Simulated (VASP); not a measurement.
Runs of VASP 6.6.1 on V. The structure is that of space group P6_3/mmc (No. 194), or close to it. The cells are those of the table. This isn't the form of V at room conditions, which is bcc.

```csv
fixed moment (μB),cell,k mesh,gap on the mesh (eV),pressure (GPa),moment (μB)
8.0,"a = 2.604, b = 2.604, c = 4.723 Å, angles 90.0, 90.0, 120.0°, 2 atoms",10 × 10 × 5,-,(a),8.00
-,"a = 2.547, b = 2.547, c = 4.616 Å, angles 90.0, 90.0, 120.0°, 2 atoms",12 × 12 × 6,none,5.3,0.00
-,"a = 2.493, b = 2.493, c = 4.521 Å, angles 90.0, 90.0, 120.0°, 2 atoms",12 × 12 × 6,none,20.4,0.00
6.0,"a = 2.604, b = 2.604, c = 4.723 Å, angles 90.0, 90.0, 120.0°, 2 atoms",10 × 10 × 5,-,30.3,6.00
5.0,"a = 2.604, b = 2.604, c = 4.723 Å, angles 90.0, 90.0, 120.0°, 2 atoms",10 × 10 × 5,-,(b),5.00
```

Alike in all rows: task single point; level PBEsol; potentials or basis VASP PAW PBE potentials, release 64 (V_sv); spin collinear, ferromagnetic start; cutoff (eV) 520; smearing fermi-dirac 0.05 eV.

Question: Fill in the values left out.

Answer: (a) 58.3; (b) 18.9.

Caveats: the PAW data sets were made with another functional, which shifts forces and pressure a little; the total moment is fixed, so each spin has its own Fermi level and the state may be an excited one (at least some runs); the cell stands under pressure (at least some runs); the moments typed at the start vanished in this run (at least some runs); the stress differs along the axes, from 36 to 69 GPa (at least some runs); the stress differs along the axes, from 6 to 43 GPa (at least some runs); the stress differs along the axes, from -4 to 30 GPa (at least some runs).

A gap of «none» marks levels without a gap at the run's occupations.
